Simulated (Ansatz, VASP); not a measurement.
# One calculation of MgPO5, two programs

File POSCAR:

```
MgPO5
1.0
    6.3957910000      0.0000000000      0.0000000000
    0.0000000000      6.3957910000      0.0000000000
    0.0000000000      0.0000000000      4.1141260000
Mg O P
2 10 2
Direct
    0.2500000000      0.2500000000      0.7815000000
    0.7500000000      0.7500000000      0.2185000000
    0.2500000000      0.2500000000      0.2048000000
    0.7500000000      0.7500000000      0.7952000000
    0.7500000000      0.4445000000      0.2869000000
    0.0555000000      0.7500000000      0.2869000000
    0.7500000000      0.0555000000      0.2869000000
    0.4445000000      0.7500000000      0.2869000000
    0.2500000000      0.5555000000      0.7131000000
    0.5555000000      0.2500000000      0.7131000000
    0.2500000000      0.9445000000      0.7131000000
    0.9445000000      0.2500000000      0.7131000000
    0.2500000000      0.7500000000      0.5000000000
    0.7500000000      0.2500000000      0.5000000000
```

Contents of INCAR.step1:

```
PREC = Accurate
ENCUT = 520
ISMEAR = -1
SIGMA = 0.0132
LREAL = F
LASPH = T
NELM = 80
NBANDS = 50
GGA = PE
ALGO = Normal
EDIFF = 1E-4
LWAVE = T
LCHARG = F
```

File INCAR.step2:

```
PREC = Accurate
ENCUT = 520
EDIFF = 1E-6
ISMEAR = -1
SIGMA = 0.0132
LREAL = F
LASPH = T
NELM = 80
ALGO = Normal
ISIF = 2
LWAVE = F
LCHARG = T
METAGGA = R2SCAN
LMIXTAU = T
LELF = T
LVHAR = T
NBANDS = 50
ISTART = 1
```

The input KPOINTS:

```
regular mesh
0
Gamma
  4 4 6
```

Input for Ansatz:

```yaml
crystal:
  lattice:
    - [6.395791, 0.0, 0.0]
    - [0.0, 6.395791, 0.0]
    - [0.0, 0.0, 4.114126]
  atoms:
    - { symbol: Mg, position: [0.25, 0.25, 0.7815] }
    - { symbol: Mg, position: [0.75, 0.75, 0.2185] }
    - { symbol: O, position: [0.25, 0.25, 0.2048] }
    - { symbol: O, position: [0.75, 0.75, 0.7952] }
    - { symbol: P, position: [0.25, 0.75, 0.5] }
    - { symbol: P, position: [0.75, 0.25, 0.5] }
    - { symbol: O, position: [0.75, 0.4445, 0.2869] }
    - { symbol: O, position: [0.0555, 0.75, 0.2869] }
    - { symbol: O, position: [0.75, 0.0555, 0.2869] }
    - { symbol: O, position: [0.4445, 0.75, 0.2869] }
    - { symbol: O, position: [0.25, 0.5555, 0.7131] }
    - { symbol: O, position: [0.5555, 0.25, 0.7131] }
    - { symbol: O, position: [0.25, 0.9445, 0.7131] }
    - { symbol: O, position: [0.9445, 0.25, 0.7131] }
  symmetry: { tolerance: 0.0003 }
kpoints:
  mp_grid: { grid: [4, 4, 6], shift: [0, 0, 0] }
  band_path:
    path:
      - [0.0, 0.0, 0.0]
      - [0.0, 0.5, 0.0]
      - [0.5, 0.5, 0.0]
      - [0.0, 0.0, 0.0]
      - [0.0, 0.0, 0.5]
      - [0.0, 0.5, 0.5]
      - [0.5, 0.5, 0.5]
      - [0.0, 0.0, 0.5]
      - [0.0, 0.5, 0.0]
      - [0.0, 0.5, 0.5]
      - [0.5, 0.5, 0.0]
    npoints: 7
magnetization:
  spin_polarized: false
scf:
  occupations: { method: fermi_dirac, width: 0.0132 }
  lower_state_search: "off"
  max_iter: 200
hamiltonian:
  pseudopotentials: { kind: paw }
  xc: r2scan
basis:
  ecutwfc: 500
  fft_grid_basis: typed
output:
  forces: true
  stress: true
  eigenvalues: true
  bader: true
  populations: true
  elf: true
  write_potential: true
  volumetric_format: npy
  dos:
    e_range: [-12, 8]
    de: 0.05
    projected: { site_lists: { Mg: [Mg], O: [O], P: [P] } }
  write_density: true
checkpoint:
  read: saved_state
```

Alike in both runs: task single point; functional r2SCAN; k mesh 4 × 4 × 6; occupations fermi-dirac, width 0.0132 eV; no spin polarisation.

|  | VASP | Ansatz |
| --- | --- | --- |
| version | VASP 6.6.1 | Ansatz 0.2.0 |
| potentials or method | VASP PAW PBE potentials, release 64 (Mg, O, P), cutoff 520 eV | PAW plane waves |
| valence electrons in the cell | 74 | 90 |

Ansatz gave:

```
pressure (GPa)                     : 5.9
rms of the force components (eV/Å) : 1.401
```

Question: Estimate VASP's values.

Answer: Pressure (GPa): 5.0; rms of the force components (eV/Å): 1.440.

VASP's potentials were made for PBE, not for r2SCAN. VASP's potentials hold 74 valence electrons a cell and Ansatz's 90, so a difference there can come from the potentials and not from the codes.
